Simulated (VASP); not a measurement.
Input of a VASP 6.6.1 run:

Contents of INCAR:

```
SYSTEM = WC
ALGO     = Normal         ! electronic algorithm
EDIFF    = 1E-7           ! SCF threshold, eV
ENCUT    = 520            ! plane-wave cutoff, eV
GGA      = PE             ! functional
ISIF     = 2              ! what is computed and relaxed
ISMEAR   = 0              ! smearing method
LASPH    = .True.         ! aspherical terms in the spheres
LCHARG   = .False.        ! write CHGCAR
LREAL    = .False.        ! projectors in reciprocal space
LWAVE    = .False.        ! write WAVECAR
NBANDS   = 16             ! bands
NELM     = 60             ! most SCF steps
PREC     = Accurate       ! precision mode
SIGMA    = 0.15           ! smearing width, eV
```

Contents of KPOINTS:

```
k-points
0
Gamma
  18 18 16
  0 0 0
```

File POSCAR:

```
WC
1.0
    2.9585114647      0.0000000000      0.0000000000
   -1.4792557324      2.4616697687      0.0000000000
    0.0000000000      0.0000000000      2.8290000000
W C
1 1
Direct
    0.0000000000      0.0000000000      0.0000000000
    0.6666666667      0.3333333333      0.5000000000
```

Potentials or basis: VASP PAW PBE potentials, release 64 (W_sv, C).

Launch:

```console
$ cat potpaw_PBE.64/W_sv/POTCAR potpaw_PBE.64/C/POTCAR > POTCAR
$ mpirun -np 1 vasp_std > vasp.out
```

What does it give for the band gap on the k mesh?

Zero (bands 9 and 10 overlap by 1.25 eV).

Predict the largest force.

0.254 eV/Å.

Forces on the atoms (eV/Å):
```
W    0.000  0.254  0.000
C    0.000 -0.254  0.000
```

Caveat: the cell differs from its parent crystal (strain +0.0200 x Voigt [1, -1, 0, 0, 0, 0]); spin-orbit coupling is left out, which moves the levels of the heavy elements.
